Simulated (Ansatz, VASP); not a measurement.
**One calculation of InB4Pt, two programs**

```
In B Pt
1.0
     4.32505    0.00000    0.00000
     0.00000    4.32505    0.00000
     0.00000    0.00000    4.92987
In B Pt
1 4 1
Direct
  0.00000 0.00000 0.00000
  0.00000 0.50000 0.82215
  0.50000 0.00000 0.82215
  0.00000 0.50000 0.17785
  0.50000 0.00000 0.17785
  0.00000 0.00000 0.50000
```

Alike in both runs: functional PBE; k mesh 10 × 10 × 8; occupations gaussian, width 0.1 eV; no spin polarisation.

Ansatz relaxed the structure, and its values are those at the end. VASP's run is a single point on that final structure, the one shown.

```csv
,VASP,Ansatz
version,VASP 6.6.1,Ansatz 0.2.0
potentials or method,"VASP PAW PBE potentials, release 64 (In_d, B, Pt), cutoff 520 eV","scalar-relativistic, plane waves, PAW"
valence electrons in the cell,35,43
```

|  | VASP | Ansatz | Ansatz less VASP |
| --- | --- | --- | --- |
| gap on the k mesh at the Fermi level (eV) | none | none | - |
| pressure (GPa) | 0.0 | 0.0 | -0.01 |
| rms of the force components (eV/Å) | 0.006 | 0.000 | -0.0059 |

A gap of «none» marks a metal or a gap that the smearing closes. VASP's potentials hold 35 valence electrons a cell and Ansatz's 43, so a difference there can come from the potentials and not from the codes.

Neither program's run includes spin-orbit coupling.
